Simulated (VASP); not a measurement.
Crystal: MgSn2N2.

```
Mg Sn N
1.0
     3.64822    0.00000    0.00000
    -1.82411    3.15945    0.00000
     0.00000    0.00000    8.21302
Mg Sn N
1 2 2
Direct
  0.33333 0.66667 0.96060
  0.33333 0.66667 0.31781
  0.66667 0.33333 0.66785
  0.33333 0.66667 0.65012
  0.66667 0.33333 0.40362
```

```yaml
Program: VASP 6.6.1
Task: relaxation of cell and atoms
Functional: PBE
Potentials_or_basis: VASP PAW PBE potentials, release 64 (Mg, Sn_d, N)
Cutoff: 600 eV
k_mesh: 6 × 6 × 2
Occupations: gaussian, width 0.1 eV
Spin: no spin polarisation
```

At the start: pressure 0.0 GPa; volume 18.93 Å³/atom.

Task: How do energy, volume and symmetry change on relaxing?

Result: Over 28 steps the energy falls by 108.5 meV/atom and the volume is 19.10 Å³/atom (+0.9 %); space group P3m1 (No. 156, to 0.1 Å) before and after.

The path:
```
step  energy change (eV)  largest force (eV/Å)  pressure (GPa)  volume (Å³)
   1              0.0000                0.5583            0.04        94.67
   2             -0.0248                0.2890           -0.60        94.72
   3             -0.0314                0.3424           -1.09        94.77
   4             -0.0472                0.3628            0.04        93.26
   5             -0.0497                0.3670            0.75        92.41
   6             -0.0623                0.3576            0.52        92.66
   7             -0.0784                0.7218            0.20        93.44
   8             -0.0849                0.7514            0.17        93.60
   9             -0.1003                0.8036            0.12        94.07
  10             -0.0891                1.0559            0.43        95.01
  11             -0.1042                0.8233            0.13        94.34
  12             -0.1203                0.7285            0.08        94.47
  13             -0.1556                0.4213           -0.03        94.88
  14             -0.1572                1.2406            0.10        95.68
  15             -0.1692                0.6044           -0.02        95.27
  16             -0.1884                0.6100           -0.05        95.40
  17             -0.2464                0.5919           -0.13        95.78
  18             -0.3630                0.5623           -0.30        96.48
  19             -0.4816                0.8601           -1.69        97.60
  20             -0.5183                0.2958           -0.91        95.75
  21             -0.5208                0.3895           -1.11        96.14
  22             -0.5345                0.2050            0.04        94.96
  23             -0.5358                0.1633            0.53        94.49
  24             -0.5389                0.1329            0.20        94.90
  25             -0.5394                0.1321            0.01        95.14
  26             -0.5414                0.0900           -0.06        95.40
  27             -0.5419                0.0763           -0.12        95.60
  28             -0.5424                0.0224            0.09        95.50
```

Final structure:
```
CELL_PARAMETERS angstrom
3.47925 0.00000 0.00000
-1.73962 3.01312 0.00000
0.00000 0.00000 9.10964
ATOMIC_POSITIONS crystal
Mg 0.33333 0.66667 0.95590
Sn 0.33333 0.66667 0.28714
Sn 0.66667 0.33333 0.63627
N 0.33333 0.66667 0.71626
N 0.66667 0.33333 0.40443
```

Caveat: the k points lie up to 0.35 Å⁻¹ apart in the final cell, too coarse for converged energies and pressures of a metal.
